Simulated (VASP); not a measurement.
Here is a VASP 6.6.1 calculation.

Contents of INCAR:

```
SYSTEM = CuI
PREC     = Accurate       ! precision mode
ENCUT    = 520            ! plane-wave cutoff, eV
EDIFF    = 1E-7           ! SCF threshold, eV
ISMEAR   = 0              ! smearing method
SIGMA    = 0.01           ! smearing width, eV
LREAL    = .False.        ! projectors in reciprocal space
LASPH    = .True.         ! aspherical terms in the spheres
NELM     = 150            ! most SCF steps
ALGO     = Normal         ! electronic algorithm
ISIF     = 2              ! what is computed and relaxed
LWAVE    = .False.        ! write WAVECAR
LCHARG   = .False.        ! write CHGCAR
LMAXMIX  = 4              ! l up to which the mixer works
LDAU     = .True.         ! DFT+U
LDAUTYPE = 2            
LDAUL    = -1 2           ! shell
LDAUU    = 0 3.5          ! U, eV
LDAUJ    = 0 0          
LDAUPRINT= 1            
GGA      = PE             ! functional
IVDW     = 12             ! dispersion correction
NBANDS   = 16             ! bands
```

File KPOINTS:

```
Automatic mesh
0
Gamma
  8 8 8
  0 0 0
```

Contents of POSCAR:

```
CuI
1.0
    0.0000000000      3.0111537494      3.0111537494
    3.0111537494      0.0000000000      3.0111537494
    3.0111537494      3.0111537494      0.0000000000
I Cu
1 1
Direct
    0.0000000000      0.0000000000      0.0000000000
    0.7500000000      0.7500000000      0.7500000000
```

Potentials or basis: VASP PAW PBE potentials, release 64 (I, Cu).

Command:

```console
$ cat potpaw_PBE.64/I/POTCAR potpaw_PBE.64/Cu/POTCAR > POTCAR
$ mpirun -np 1 vasp_std > vasp.out
```

Question: What does it give for the pressure?

Answer: -0.7 GPa.

Question: Predict the band gap on the k mesh.

Answer: 1.73 eV, direct.

Eigenvalues of the final occupation matrices:
| site | spin | trace | eigenvalues |
| --- | --- | --- | --- |
| site 2 d | 1 | 4.73 | 0.94 0.94 0.95 0.95 0.95 |
| site 2 d | 2 | 4.73 | 0.94 0.94 0.95 0.95 0.95 |

Caveat: spin-orbit coupling is left out, which moves the levels of the heavy elements.
